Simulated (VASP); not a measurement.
Wanted: the native input for a VASP 6.6.1 run.

```
Task                   : single point
Functional             : PBE
Potentials or basis    : VASP PAW PBE potentials, release 64 (Ga_d, Ge_d)
Cutoff                 : 520 eV
k mesh                 : 5 × 5 × 5
Occupations            : methfessel-paxton, width 0.1 eV
Spin                   : no spin polarisation
Dipole correction      : no
Further INCAR settings : ALGO = Normal; EDIFF = 1e-06; NBANDS = 36
```

The structure of GaGe3 lies in POSCAR:

```
GaGe3
1.0
    0.0000000000      3.3871670000      3.3871670000
    3.3871670000      0.0000000000      3.3871670000
    3.3871670000      3.3871670000      0.0000000000
Ga Ge
1 3
Direct
    0.0000000000      0.0000000000      0.0000000000
    0.2500000000      0.2500000000      0.2500000000
    0.7500000000      0.7500000000      0.7500000000
    0.5000000000      0.5000000000      0.5000000000
```

One way to write it, as run:

INCAR

```
SYSTEM = GaGe3
ALGO     = Normal         ! electronic algorithm
EDIFF    = 1E-6           ! SCF threshold, eV
ENCUT    = 520            ! plane-wave cutoff, eV
GGA      = PE             ! functional
ISIF     = 2              ! what is computed and relaxed
ISMEAR   = 1              ! smearing method
LASPH    = .TRUE.         ! aspherical terms in the spheres
LCHARG   = .FALSE.        ! write CHGCAR
LREAL    = .FALSE.        ! projectors in reciprocal space
LWAVE    = .FALSE.        ! write WAVECAR
NBANDS   = 36             ! bands
NELM     = 80             ! most SCF steps
PREC     = Accurate       ! precision mode
SIGMA    = 0.1            ! smearing width, eV
```

KPOINTS

```
k-points
0
G
  5 5 5
  0 0 0
```

Potentials or basis: VASP PAW PBE potentials, release 64 (Ga_d, Ge_d).

Launch:

```console
$ cat potpaw_PBE.64/Ga_d/POTCAR potpaw_PBE.64/Ge_d/POTCAR > POTCAR
$ mpirun -np 1 vasp_std > vasp.out
```

Results of the run:

The pressure is -1.8 GPa.

It took 22 s on 1 thread of AMD EPYC 7R13 Processor (Zen 3), with other jobs on the host, peak memory 0.17 GiB.
